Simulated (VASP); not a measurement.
Ag, 1 atom in the cell. The structure is cubic, space group Im-3m (No. 229). The conventional cell has a = 3.304 Å, b = 3.304 Å, c = 3.304 Å, α = 90.00°, β = 90.00°, γ = 90.00°. Ag (site symmetry m-3m) has 14 Ag at 2.86 to 3.30 Å within 3.8 Å. 

```yaml
Program: VASP 6.6.1
Task: density of states
Functional: PBE
Potentials_or_basis: VASP PAW PBE potentials, release 64 (Ag)
Cutoff: 520 eV
k_mesh: 16 × 16 × 16
Occupations: fermi-dirac, width 0.05 eV
Spin: no spin polarisation
Dipole_correction: no
k_mesh_for_the_DOS: 24 × 24 × 24
Occupations_for_the_DOS: tetrahedron
Further_INCAR_settings: ALGO = Normal; EDIFF = 1e-06
```

Potentials or basis: VASP PAW PBE potentials, release 64 (Ag).

Launch:

```console
$ cat potpaw_PBE.64/Ag/POTCAR > POTCAR
$ cp INCAR.step1 INCAR
$ cp KPOINTS.step1 KPOINTS
$ mpirun -np 1 vasp_std > vasp.out
$ cp INCAR.step2 INCAR
$ cp KPOINTS.step2 KPOINTS
$ mpirun -np 1 vasp_std > vasp.out
```

Hardware: 1 thread of Intel Xeon 6975P-C (shared host).

Task: How long does it take, and how much memory?

Result: Wall time 53 s on 1 thread of Intel Xeon 6975P-C, on a shared host, peak memory 0.21 GiB. Counts: k points 413.
